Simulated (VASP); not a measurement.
Here is a VASP 6.6.1 calculation.

The input INCAR:

```
ALGO     = Normal         # electronic algorithm
EDIFF    = 1E-6           # SCF threshold, eV
ENCUT    = 500            # plane-wave cutoff, eV
GGA      = PE             # functional
GGA_COMPAT= F            
ISIF     = 2              # what is computed and relaxed
ISMEAR   = 0              # smearing method
LASPH    = T              # aspherical terms in the spheres
LCHARG   = F              # write CHGCAR
LREAL    = F              # projectors in reciprocal space
LWAVE    = F              # write WAVECAR
NBANDS   = 16             # bands
NELM     = 120            # most SCF steps
PREC     = Accurate       # precision mode
SIGMA    = 0.01           # smearing width, eV
```

File KPOINTS:

```
k-points
0
Gamma
  4 4 4
```

POSCAR

```
InP
1.0
    0.0000000000      2.7984427617      2.9538133435
    2.9538133435      0.0000000000      2.9538133435
    2.9538133435      2.7984427617      0.0000000000
In P
1 1
Direct
    0.0000000000      0.0000000000      0.0000000000
    0.2500000000      0.2500000000      0.2500000000
```

Potentials or basis: VASP PAW PBE potentials, release 64 (In_d, P).

Command:

```sh
$ cat potpaw_PBE.64/In_d/POTCAR potpaw_PBE.64/P/POTCAR > POTCAR
$ mpirun -np 1 vasp_std > vasp.out
```

Question: Estimate the band gap on the k mesh.

Answer: 0.69 eV, direct.

Question: Predict the pressure.

Answer: 5.8 GPa.

Stress tensor (GPa, compression positive):
```
5.21 0.00 0.00
0.00 7.05 0.00
0.00 0.00 5.21
```

Caveat: the k points lie up to 0.47 Å⁻¹ apart; the cell differs from its parent crystal (uniaxial y strain -5.3%); spin-orbit coupling is left out, which moves the levels of the heavy elements.
